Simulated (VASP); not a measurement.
# WC (Immm) in VASP: notebook

The runs below take WC through single point, with r2SCAN.

All numbers are computed with VASP 6.6.1; they aren't measurements. Logs are shortened: lines on timing, memory, paths and dates and some standing lists are left out, and cuts for length are marked.

## Step 1: The cell of the first run

The structure is orthorhombic, space group Immm (No. 71). Conventional cell: a = 3.089 Å, b = 3.113 Å, c = 4.385 Å, α = 90.00°, β = 90.00°, γ = 90.00°. W (site symmetry mmm) has 6 C at 2.19 Å within 2.9 Å. C (site symmetry mmm) has 6 W at 2.19 Å within 2.9 Å.

## Step 2: Single point, r2SCAN (strain +0.0075 x Voigt [0, 0, 0, 1, 0, 0])

Input file POSCAR:

```
WC
1.0
    0.0000000000      2.2009065650      2.2009065650
    2.1926840000      0.0082225650      2.1926840000
    2.1926840000      2.1926840000      0.0082225650
W C
1 1
Direct
    0.0000000000      0.0000000000      0.0000000000
    0.5000000000      0.5000000000      0.5000000000
```

Input file INCAR.step1:

```
  PREC = Accurate
  ENCUT = 520
  ISMEAR = 0
  SIGMA = 0.15
  LREAL = F
  LASPH = T
  NELM = 100
  NBANDS = 16
  GGA = PE
  ALGO = Normal
  EDIFF = 1E-4
  LWAVE = T
  LCHARG = F
```

Input file INCAR.step2:

```
  PREC = Accurate
  ENCUT = 520
  EDIFF = 1E-7
  ISMEAR = 0
  SIGMA = 0.15
  LREAL = F
  LASPH = T
  NELM = 100
  ALGO = Normal
  ISIF = 2
  LWAVE = F
  LCHARG = F
  METAGGA = R2SCAN
  LMIXTAU = T
  NBANDS = 16
  ISTART = 1
```

Input file KPOINTS:

```
Automatic mesh
0
Gamma
  18 18 18
```

Potentials or basis: VASP PAW PBE potentials, release 64 (W_sv, C).

Started as:

```console
cat potpaw_PBE.64/W_sv/POTCAR potpaw_PBE.64/C/POTCAR > POTCAR
cp INCAR.step1 INCAR
mpirun -np 1 vasp_std > vasp.out
cp INCAR.step2 INCAR
mpirun -np 1 vasp_std > vasp.out
```

OUTCAR:

```text
PREC = Accurate
   ENCUT = 520
   EDIFF = 1E-7
   ISMEAR = 0
   LREAL = F
   LASPH = T
   NELM = 100
   ISIF = 2
   METAGGA = R2SCAN
   ISTART = 1

 ion  position               nearest neighbor table
   1  0.000  0.000  0.000-   2 2.19   2 2.19   2 2.19   2 2.19   2 2.19   2 2.19
   2  0.500  0.500  0.500-   1 2.19   1 2.19   1 2.19   1 2.19   1 2.19   1 2.19

  LATTYP: Found a body centered orthorhombic cell.
 ALAT       =     3.0892949879
 B/A-ratio  =     1.0075282309
 C/A-ratio  =     1.4195368255

  Lattice vectors:

 A1 = (  -2.1926840000,   2.1926840000,   0.0082225650)
 A2 = (  -2.1926840000,  -2.1926840000,  -0.0082225650)
 A3 = (   2.1926840000,   0.0082225650,   2.1926840000)

Analysis of symmetry for initial positions (statically):
=====================================================================
 Subroutine PRICEL returns:
 Original cell was already a primitive cell.

 Routine SETGRP: Setting up the symmetry group for a
 body centered orthorhombic supercell.

 Subroutine GETGRP returns: Found  8 space group operations
 (whereof  8 operations were pure point group operations)
 out of a pool of  8 trial point group operations.

The static configuration has the point symmetry D_2h.

Analysis of symmetry for dynamics (positions and initial velocities):
=====================================================================
 Subroutine PRICEL returns:
 Original cell was already a primitive cell.

 Routine SETGRP: Setting up the symmetry group for a
 body centered orthorhombic supercell.

 Subroutine GETGRP returns: Found  8 space group operations
 (whereof  8 operations were pure point group operations)
 out of a pool of  8 trial point group operations.

The dynamic configuration has the point symmetry D_2h.

 Subroutine INISYM returns: Found  8 space group operations
 (whereof  8 operations are pure point group operations),
 and found     1 'primitive' translations

----------------------------------------------------------------------------------------

                                     Primitive cell

  volume of cell :      21.0840

  direct lattice vectors                    reciprocal lattice vectors
[... 81 lines left out ...]
   ISPIN  =      1    spin polarized calculation?
   LNONCOLLINEAR =      F non collinear calculations
   LSORBIT =      F    spin-orbit coupling
   LASPH  =      T    aspherical Exc in radial PAW
   ENCUT  =  520.0 eV  38.22 Ry    6.18 a.u.   5.79  5.77  5.77*2*pi/ulx,y,z
   NELM   =    100;   NELMIN=  2; NELMDL=  0     # of ELM steps
   EDIFF  = 0.1E-06   stopping-criterion for ELM
   LREAL  =      F    real-space projection
   EDIFFG = 0.1E-05   stopping-criterion for IOM
   NSW    =      0    number of steps for IOM
   IBRION =     -1    ionic relax: 0-MD 1-quasi-New 2-CG
   NFREE  =      0    steps in history (QN), initial steepest desc. (CG)
   ISIF   =      2    stress and relaxation
   ISYM   =      2    0-nonsym 1-usesym 2-fastsym
   POTIM  = 0.5000    time-step for ionic-motion
   TEBEG  =    0.0;   TEEND  =   0.0 temperature during run
   PSTRESS=    0.0 pullay stress
   NELECT =      18.0000    total number of electrons
   NUPDOWN=      -1.0000    fix difference up-down
   EMIN   =  10.00;   EMAX   =-10.00  energy-range for DOS
   EFERMI =   0.00;   METHOD = LEGACY
   ISMEAR =     0;   SIGMA  =   0.15  broadening in eV -4-tet -1-fermi 0-gaus
   EFERMI_NEDOS =   21; number of points for ismear=-14 and -15
   IALGO  =     38    algorithm
   IMIX   =      4    mixing-type and parameters
     AMIX     =   0.40;   BMIX     =  1.00
     AMIX_MAG =   1.60;   BMIX_MAG =  1.00
  volume/ion in A,a.u.               =      10.54        71.14
  Fermi-wavevector in a.u.,A,eV,Ry     =   1.553036  2.934813 32.816195  2.411922
  Thomas-Fermi vector in A             =   2.657325
   LORBIT       =      0    0 simple, 1 ext, 2 COOP (PROOUT), +10 PAW based schemes
   METAGGA = R2SCAN    functional components
   LHFCALC =     F    Hartree Fock is set to
   AEXX    =    0.0000 exact exchange contribution
   IVDW    =     0    specifies the selected vdW correction
   LEPSILON=     F    determine dielectric tensor
   LRPA    =     F    only Hartree local field effects (RPA)
 non-spin polarized calculation
 Gauss-broadening in eV      SIGMA  =   0.15
  energy-cutoff  :      520.00
  volume of cell :       21.08
 maximum number of plane-waves:       588
   NGX = 11   NGY = 11   NGZ = 11

 number of electron      18.0000001 magnetization

 Free energy of the ion-electron system (eV)
  ---------------------------------------------------
  ext. energy  EPLUGINS =         0.00000000
  ---------------------------------------------------
  free energy    TOTEN  =       -60.62902566 eV

  energy without entropy =      -60.62044250  energy(sigma->0) =      -60.62473408

 E-fermi :  12.3991     XC(G=0): -14.8516

 val. band max:       12.3876093142   @ k =   0.0000   0.1111   0.1111
 cond. band min:      12.4005618691   @ k =  -0.0556  -0.1111   0.0556
 fundamental gap:      0.0129525549
 Fermi energy:        12.3990973401

 k-point     1 :       0.0000    0.0000    0.0000
  band No.  band energies     occupation
      1     -65.0566      2.00000
      2     -28.3981      2.00000
      3     -28.3913      2.00000
      4     -28.3845      2.00000
      5      -4.3057      2.00000
      6       9.5086      2.00000
[... 433 lines left out ...]
      3     -28.4530      2.00000
      4     -28.4258      2.00000
      5      -2.0152      2.00000
      6       4.9455      2.00000
[... 8 lines left out ...]
     15      25.7321      0.00000
     16      27.9389      0.00000

 [... further k-points ...]

------------------------ aborting loop because EDIFF is reached ----------------------------------------

  FORCE on cell =-STRESS in cart. coord.  units (eV):
  Direction    XX          YY          ZZ          XY          YZ          ZX
  --------------------------------------------------------------------------------------
  -------------------------------------------------------------------------------------
  Total       -0.4805954     -0.4804040     -0.4804040      0.0000000     -0.1531362      0.0000000
  in kB      -36.5206247    -36.5060797    -36.5060797      0.0000000    -11.6368760      0.0000000
  external PRESSURE =     -36.5109280 kB  Pullay stress =       0.0000000 kB

 VOLUME and BASIS-vectors are now :
 -----------------------------------------------------------------------------
  energy-cutoff  :      520.00
  volume of cell :       21.08
      direct lattice vectors                 reciprocal lattice vectors
     0.000000000  2.200906565  2.200906565    -0.228031034  0.227179112  0.227179112
     2.192684000  0.008222565  2.192684000     0.228031034 -0.228889369  0.228889369
     2.192684000  2.192684000  0.008222565     0.228031034  0.228889369 -0.228889369

 POSITION                                       TOTAL-FORCE (eV/Angst)
 -----------------------------------------------------------------------------------
      0.00000      0.00000      0.00000         0.000000      0.000000     -0.000000
      2.19268      2.20091      2.20091         0.000000     -0.000000      0.000000
 -----------------------------------------------------------------------------------
    total drift:                                0.000000     -0.000000     -0.000000

  FREE ENERGIE OF THE ION-ELECTRON SYSTEM (eV)
  ---------------------------------------------------
  free  energy   TOTEN  =       -60.6290256624 eV

  energy  without entropy=      -60.6204424993  energy(sigma->0) =      -60.62473408
```

OSZICAR.step1:

```text
N       E                     dE             d eps       ncg     rms          rms(c)
DAV:   1     0.110191875374E+03    0.11019E+03   -0.93630E+03 27720   0.125E+03
DAV:   2    -0.217557241232E+02   -0.13195E+03   -0.12717E+03 33728   0.334E+02
DAV:   3    -0.250386592273E+02   -0.32829E+01   -0.32692E+01 29792   0.498E+01
DAV:   4    -0.250554326098E+02   -0.16773E-01   -0.16772E-01 36216   0.406E+00
DAV:   5    -0.250555563249E+02   -0.12372E-03   -0.12372E-03 29968   0.330E-01    0.307E+01
DAV:   6    -0.216689100747E+02    0.33866E+01   -0.87160E+00 35320   0.277E+01    0.772E+00
DAV:   7    -0.215904326982E+02    0.78477E-01   -0.50065E-01 28000   0.560E+00    0.631E+00
DAV:   8    -0.215638545917E+02    0.26578E-01   -0.78201E-02 32104   0.238E+00    0.148E+00
DAV:   9    -0.215618042967E+02    0.20503E-02   -0.36864E-03 30272   0.529E-01    0.119E-01
DAV:  10    -0.215617370515E+02    0.67245E-04   -0.37035E-04 33360   0.208E-01
   1 F= -.21561737E+02 E0= -.21557318E+02  d E =-.883762E-02
```

It took 13 min on 1 thread of Intel Xeon Platinum 8375C at 2.90GHz (Ice Lake), shared host; peak memory 0.39 GiB.

What came out:

```yaml
Free_energy: -60.6290 eV
Pressure: -3.7 GPa
Band_gap_on_the_k_mesh: zero (bands 9 and 10 overlap by 3.27 eV)
```

Stress tensor (GPa, compression positive):
```
-3.65  0.00  0.00
 0.00 -3.65 -1.16
 0.00 -1.16 -3.65
```

Levels at points of the mesh, in eV from the Fermi level:
```tsv
k point	band 5	band 6	band 7	band 8	band 9	band 10	band 11	band 12	band 13	band 14
(0.00, 0.00, 0.00)	-16.70	-2.89	-2.84	-2.78	-1.19	-1.15	-1.12	-1.02	-1.02	7.03
(0.50, 0.00, 0.00)	-12.08	-10.19	-6.94	-6.87	1.04	1.12	2.48	5.39	9.14	9.18
(0.00, 0.50, 0.00)	-12.04	-10.18	-6.99	-6.92	1.08	1.15	2.52	5.34	9.19	9.23
(0.50, 0.50, 0.00)	-14.50	-5.90	-5.88	-2.70	-2.70	0.86	2.35	2.35	5.72	7.69
(0.00, 0.50, 0.50)	-14.50	-5.90	-5.88	-2.75	-2.65	0.86	2.35	2.35	5.72	7.69
```

Caveat: the cell differs from its parent crystal (strain +0.0075 x Voigt [0, 0, 0, 1, 0, 0]); the cell stands under tension; the PAW data sets were made with another functional, which shifts forces and pressure a little; spin-orbit coupling is left out, which moves the levels of the heavy elements.

## Step 3: Single point, r2SCAN (strain +0.0025 x Voigt [0, 0, 0, 1, 0, 0])

Input file POSCAR:

```
WC
1.0
    0.0000000000      2.1954248550      2.1954248550
    2.1926840000      0.0027408550      2.1926840000
    2.1926840000      2.1926840000      0.0027408550
W C
1 1
Direct
    0.0000000000      0.0000000000      0.0000000000
    0.5000000000      0.5000000000      0.5000000000
```

Input file INCAR.step1:

```
PREC = Accurate
ENCUT = 520
ISMEAR = 0
SIGMA = 0.15
LREAL = F
LASPH = T
NELM = 60
NBANDS = 16
GGA = PE
ALGO = Normal
EDIFF = 1E-4
LWAVE = T
LCHARG = F
```

Input file INCAR.step2:

```
PREC = Accurate
ENCUT = 520
EDIFF = 1E-6
ISMEAR = 0
SIGMA = 0.15
LREAL = F
LASPH = T
NELM = 60
ALGO = Normal
ISIF = 2
LWAVE = F
LCHARG = F
METAGGA = R2SCAN
LMIXTAU = T
NBANDS = 16
ISTART = 1
```

Input file KPOINTS:

```
regular mesh
0
Gamma
  18 18 18
```

Potentials or basis: VASP PAW PBE potentials, release 64 (W_sv, C).

Started as:

```console
cat potpaw_PBE.64/W_sv/POTCAR potpaw_PBE.64/C/POTCAR > POTCAR
cp INCAR.step1 INCAR
mpirun -np 1 vasp_std > vasp.out
cp INCAR.step2 INCAR
mpirun -np 1 vasp_std > vasp.out
```

It took 11 min on 1 thread of Intel Xeon Platinum 8375C at 2.90GHz (Ice Lake), shared host; peak memory 0.39 GiB.

Results (log left out):

| Quantity | Value |
| --- | --- |
| Free energy | -60.6295 eV |
| Pressure | -3.7 GPa |
| Band gap on the k mesh | zero (bands 9 and 10 overlap by 3.28 eV) |

Stress tensor (GPa, compression positive):
```
-3.66  0.00  0.00
 0.00 -3.66 -0.39
 0.00 -0.39 -3.66
```

Levels at points of the mesh, in eV from the Fermi level:
```
           k point  band 7  band 8  band 9  band 10  band 11  band 12
(0.00, 0.00, 0.00)   -2.84   -2.82   -1.16    -1.15    -1.14    -1.02
(0.50, 0.00, 0.00)   -6.93   -6.91    1.08     1.10     2.49     5.37
(0.00, 0.50, 0.00)   -6.95   -6.93    1.09     1.12     2.51     5.36
(0.50, 0.50, 0.00)   -5.88   -2.70   -2.70     0.86     2.35     2.35
(0.00, 0.50, 0.50)   -5.88   -2.71   -2.68     0.86     2.35     2.35
```

Caveat: the cell differs from its parent crystal (strain +0.0025 x Voigt [0, 0, 0, 1, 0, 0]); the cell stands under tension; the PAW data sets were made with another functional, which shifts forces and pressure a little; spin-orbit coupling is left out, which moves the levels of the heavy elements.

## Step 4: Single point, r2SCAN (strain +0.0175 x Voigt [0, 0, 0, 1, 0, 0])

Input file POSCAR:

```
WC
1.0
    0.0000000000      2.2118699850      2.2118699850
    2.1926840000      0.0191859850      2.1926840000
    2.1926840000      2.1926840000      0.0191859850
W C
1 1
Direct
    0.0000000000      0.0000000000      0.0000000000
    0.5000000000      0.5000000000      0.5000000000
```

Input file INCAR.step1:

```
  ALGO = Normal
  EDIFF = 1E-4
  ENCUT = 520
  GGA = PE
  ISMEAR = 0
  LASPH = T
  LCHARG = F
  LREAL = F
  LWAVE = T
  NBANDS = 16
  NELM = 60
  PREC = Accurate
  SIGMA = 0.15
```

Input file INCAR.step2:

```
  ALGO = Normal
  EDIFF = 1E-6
  ENCUT = 520
  ISIF = 2
  ISMEAR = 0
  ISTART = 1
  LASPH = T
  LCHARG = F
  LMIXTAU = T
  LREAL = F
  LWAVE = F
  METAGGA = R2SCAN
  NBANDS = 16
  NELM = 60
  PREC = Accurate
  SIGMA = 0.15
```

Input file KPOINTS:

```
k-points
0
Gamma
  18 18 18
```

Potentials or basis: VASP PAW PBE potentials, release 64 (W_sv, C).

Started as:

```console
cat potpaw_PBE.64/W_sv/POTCAR potpaw_PBE.64/C/POTCAR > POTCAR
cp INCAR.step1 INCAR
mpirun -np 1 vasp_std > vasp.out
cp INCAR.step2 INCAR
mpirun -np 1 vasp_std > vasp.out
```

OUTCAR:

```text
EDIFF = 1E-6
   ENCUT = 520
   ISIF = 2
   ISMEAR = 0
   ISTART = 1
   LASPH = T
   LREAL = F
   METAGGA = R2SCAN
   NELM = 60
   PREC = Accurate

 ion  position               nearest neighbor table
   1  0.000  0.000  0.000-   2 2.19   2 2.19   2 2.19   2 2.19   2 2.19   2 2.19
   2  0.500  0.500  0.500-   1 2.19   1 2.19   1 2.19   1 2.19   1 2.19   1 2.19

  LATTYP: Found a body centered orthorhombic cell.
 ALAT       =     3.0737903706
 B/A-ratio  =     1.0176544767
 C/A-ratio  =     1.4266971625

  Lattice vectors:

 A1 = (  -2.1926840000,   2.1926840000,   0.0191859850)
 A2 = (  -2.1926840000,  -2.1926840000,  -0.0191859850)
 A3 = (   2.1926840000,   0.0191859850,   2.1926840000)

Analysis of symmetry for initial positions (statically):
=====================================================================
 Subroutine PRICEL returns:
 Original cell was already a primitive cell.

 Routine SETGRP: Setting up the symmetry group for a
 body centered orthorhombic supercell.

 Subroutine GETGRP returns: Found  8 space group operations
 (whereof  8 operations were pure point group operations)
[... 162 lines left out ...]
  energy without entropy =      -60.61754761  energy(sigma->0) =      -60.62204698

 E-fermi :  12.4011     XC(G=0): -14.8521

 val. band max:       12.3943265761   @ k =  -0.0556  -0.1111   0.0556
 cond. band min:      12.4027518655   @ k =   0.2778   0.2778   0.0000
 fundamental gap:      0.0084252894
 Fermi energy:        12.4010885772

 k-point     1 :       0.0000    0.0000    0.0000
  band No.  band energies     occupation
      1     -65.0557      2.00000
      2     -28.4057      2.00000
      3     -28.3906      2.00000
      4     -28.3744      2.00000
      5      -4.3051      2.00000
      6       9.4372      2.00000
[... 433 lines left out ...]
      3     -28.4472      2.00000
      4     -28.4216      2.00000
      5      -2.0233      2.00000
      6       4.9223      2.00000
[... 8 lines left out ...]
     15      25.6836      0.00000
     16      27.9726      0.00000

 [... further k-points ...]

------------------------ aborting loop because EDIFF is reached ----------------------------------------

  FORCE on cell =-STRESS in cart. coord.  units (eV):
  Direction    XX          YY          ZZ          XY          YZ          ZX
  --------------------------------------------------------------------------------------
  -------------------------------------------------------------------------------------
  Total       -0.4799798     -0.4727589     -0.4727589      0.0000000     -0.3468957      0.0000000
  in kB      -36.4761182    -35.9273713    -35.9273713      0.0000000    -26.3623800      0.0000000
  external PRESSURE =     -36.1102869 kB  Pullay stress =       0.0000000 kB

 VOLUME and BASIS-vectors are now :
 -----------------------------------------------------------------------------
  energy-cutoff  :      520.00
  volume of cell :       21.08
      direct lattice vectors                 reciprocal lattice vectors
     0.000000000  2.211869985  2.211869985    -0.228031034  0.226053070  0.226053070
     2.192684000  0.019185985  2.192684000     0.228031034 -0.230043918  0.230043918
     2.192684000  2.192684000  0.019185985     0.228031034  0.230043918 -0.230043918

 POSITION                                       TOTAL-FORCE (eV/Angst)
 -----------------------------------------------------------------------------------
      0.00000      0.00000      0.00000         0.000000     -0.000000      0.000000
      2.19268      2.21187      2.21187        -0.000000      0.000000     -0.000000
 -----------------------------------------------------------------------------------
    total drift:                                0.000000     -0.000000     -0.000000

  FREE ENERGIE OF THE ION-ELECTRON SYSTEM (eV)
  ---------------------------------------------------
  free  energy   TOTEN  =       -60.6265463502 eV

  energy  without entropy=      -60.6175476149  energy(sigma->0) =      -60.62204698
```

OUTCAR.step1:

```text
EDIFF = 1E-4
   ENCUT = 520
   GGA = PE
   ISMEAR = 0
   LASPH = T
[... 678 lines left out ...]
 -----------------------------------------------------------------------------------
      0.00000      0.00000      0.00000        -0.000000     -0.000000      0.000000
      2.19268      2.21187      2.21187         0.000000      0.000000     -0.000000
 -----------------------------------------------------------------------------------
    total drift:                                0.000000     -0.000000     -0.000000

  FREE ENERGIE OF THE ION-ELECTRON SYSTEM (eV)
  ---------------------------------------------------
  free  energy   TOTEN  =       -21.5593835362 eV

  energy  without entropy=      -21.5499869429  energy(sigma->0) =      -21.55468524
```

OSZICAR.step1:

```text
N       E                     dE             d eps       ncg     rms          rms(c)
DAV:   1     0.110465023532E+03    0.11047E+03   -0.93261E+03 27744   0.125E+03
DAV:   2    -0.217725053962E+02   -0.13224E+03   -0.12749E+03 33800   0.336E+02
DAV:   3    -0.250364571913E+02   -0.32640E+01   -0.32498E+01 29960   0.498E+01
DAV:   4    -0.250531984872E+02   -0.16741E-01   -0.16740E-01 36408   0.406E+00
DAV:   5    -0.250533231192E+02   -0.12463E-03   -0.12463E-03 29880   0.331E-01    0.307E+01
DAV:   6    -0.216661863870E+02    0.33871E+01   -0.87296E+00 35312   0.278E+01    0.771E+00
DAV:   7    -0.215881049971E+02    0.78081E-01   -0.50647E-01 27992   0.562E+00    0.631E+00
DAV:   8    -0.215614974280E+02    0.26608E-01   -0.78218E-02 31944   0.238E+00    0.147E+00
DAV:   9    -0.215594508129E+02    0.20466E-02   -0.36778E-03 30392   0.529E-01    0.119E-01
DAV:  10    -0.215593835362E+02    0.67277E-04   -0.36803E-04 33456   0.208E-01
   1 F= -.21559384E+02 E0= -.21554685E+02  d E =-.939659E-02
```

It took 21 min on 1 thread of AMD EPYC 9755, shared host; peak memory 0.35 GiB.

Results:

* Free energy: -60.6265 eV
* Pressure: -3.6 GPa
* Band gap on the k mesh: zero (bands 9 and 10 overlap by 3.25 eV)

Caveat: the cell differs from its parent crystal (strain +0.0175 x Voigt [0, 0, 0, 1, 0, 0]); the cell stands under tension; the PAW data sets were made with another functional, which shifts forces and pressure a little; spin-orbit coupling is left out, which moves the levels of the heavy elements.

[end of part 1 of 2]

The gap in the log of VASP goes by the Fermi energy; the results here count the filled bands.